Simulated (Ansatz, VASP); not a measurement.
**Two plane-wave programs on TiO2**

Contents of INCAR:

```
PREC = Accurate ; ENCUT = 520
EDIFF = 1E-8 ; ISMEAR = -1
SIGMA = 0.02 ; LREAL = F
LASPH = T ; NELM = 100
ALGO = Normal ; ISIF = 2
LWAVE = F ; LCHARG = F
GGA = PE ; LEFG = T
NBANDS = 60
```

File KPOINTS:

```
Automatic mesh
0
Gamma
  4 4 4
```

The input POSCAR:

```
TiO2
1.0
    4.5453495500      0.0000000000      0.0000000000
    0.0000000000      5.5196194400      0.0000000000
    0.0000000000      0.0000000000      4.9091968600
Ti O
4 8
Direct
    0.5000000000      0.6729909300      0.7500000000
    0.0000000000      0.8270090700      0.2500000000
    0.5000000000      0.3270090700      0.2500000000
    0.0000000000      0.1729909300      0.7500000000
    0.7285493800      0.6182753600      0.0813509200
    0.2285493800      0.8817246400      0.9186490800
    0.7714506200      0.8817246400      0.5813509200
    0.2714506200      0.6182753600      0.4186490800
    0.7285493800      0.3817246400      0.5813509200
    0.2285493800      0.1182753600      0.4186490800
    0.7714506200      0.1182753600      0.0813509200
    0.2714506200      0.3817246400      0.9186490800
```

Input for Ansatz:

```yaml
crystal:
  lattice:
    - [4.54534955, 0.0, 0.0]
    - [0.0, 5.51961944, 0.0]
    - [0.0, 0.0, 4.90919686]
  atoms:
    - { symbol: Ti, position: [0.5, 0.67299093, 0.75] }
    - { symbol: Ti, position: [0.0, 0.82700907, 0.25] }
    - { symbol: Ti, position: [0.5, 0.32700907, 0.25] }
    - { symbol: Ti, position: [0.0, 0.17299093, 0.75] }
    - { symbol: O, position: [0.72854938, 0.61827536, 0.08135092] }
    - { symbol: O, position: [0.22854938, 0.88172464, 0.91864908] }
    - { symbol: O, position: [0.77145062, 0.88172464, 0.58135092] }
    - { symbol: O, position: [0.27145062, 0.61827536, 0.41864908] }
    - { symbol: O, position: [0.72854938, 0.38172464, 0.58135092] }
    - { symbol: O, position: [0.22854938, 0.11827536, 0.41864908] }
    - { symbol: O, position: [0.77145062, 0.11827536, 0.08135092] }
    - { symbol: O, position: [0.27145062, 0.38172464, 0.91864908] }
kpoints:
  mp_grid: { grid: [4, 4, 4] }
scf:
  occupations: { method: fermi_dirac, width: 0.02 }
hamiltonian:
  xc: pbe
  pseudopotentials: { kind: paw, frozen_core: stored }
output:
  forces: true
  stress: true
  populations: true
  efg: { quadrupole_moments_barn: { Ti: 0.247, O: -0.02558 } }
  write_density: true
  write_potential: true
  elf: true
  volumetric_format: npy
```

Alike in both runs: task electric field gradients; functional PBE; k mesh 4 × 4 × 4; occupations fermi-dirac, width 0.02 eV; no spin polarisation.

|  | VASP | Ansatz |
| --- | --- | --- |
| version | VASP 6.6.1 | Ansatz 0.2.0 |
| potentials or method | VASP PAW PBE potentials, release 64 (Ti_sv, O) | plane-wave PAW, scalar-relativistic |
| plane-wave cutoff (eV) | 520 | 420 |
| valence electrons in the cell | 96 | 96 |

|  | VASP | Ansatz | Ansatz less VASP |
| --- | --- | --- | --- |
| gap on the k mesh at the Fermi level (eV) | 2.60 | 2.62 | +0.022 |
| pressure (GPa) | 4.8 | 4.1 | -0.72 |
| rms of the force components (eV/Å) | 0.036 | 0.049 | +0.0133 |
| size of Vzz on the site where it differs most (V/Å²) | 26.0 | 28.2 | +2.28 |

Atom by atom the forces differ by 0.016 eV/Å (rms over components).
